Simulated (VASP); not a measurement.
# Ge: single point with PBEsol

The system is Ge.

```
Ge
1.0
    -1.68263    1.68263    1.68263
     1.68263   -1.68263    1.68263
     1.68263    1.68263   -1.68263
Ge
1
Direct
  0.00000 0.00000 0.00000
```

This cell differs from its parent crystal: volume scaled by 1.04.

```json
{
 "Program": "VASP 6.6.1",
 "Task": "single point",
 "Functional": "PBEsol",
 "Potentials or basis": "VASP PAW PBE potentials, release 64 (Ge_d)",
 "Cutoff": "520 eV",
 "k mesh": "15 × 15 × 15",
 "Occupations": "fermi-dirac, width 0.1 eV",
 "Spin": "no spin polarisation"
}
```

- Pressure: -3.2 GPa
- Band gap on the k mesh: zero (band 7 reaches 15.58 eV, above the bottom of band 8 at 3.54 eV)

Levels at points of the mesh, in eV from the Fermi level:
| k point | band 3 | band 4 | band 5 | band 6 | band 7 | band 8 | band 9 | band 10 | band 11 | band 12 |
| --- | --- | --- | --- | --- | --- | --- | --- | --- | --- | --- |
| (0.00, 0.00, 0.00) | -24.66 | -24.58 | -24.58 | -13.07 | 9.06 | 9.06 | 9.06 | 14.90 | 14.90 | 14.90 |

Wall time 23 s on 1 thread of Intel Xeon 8259CL (shared host), peak memory 0.15 GiB.

Caveat: the PAW data sets were made with another functional, which shifts forces and pressure a little.
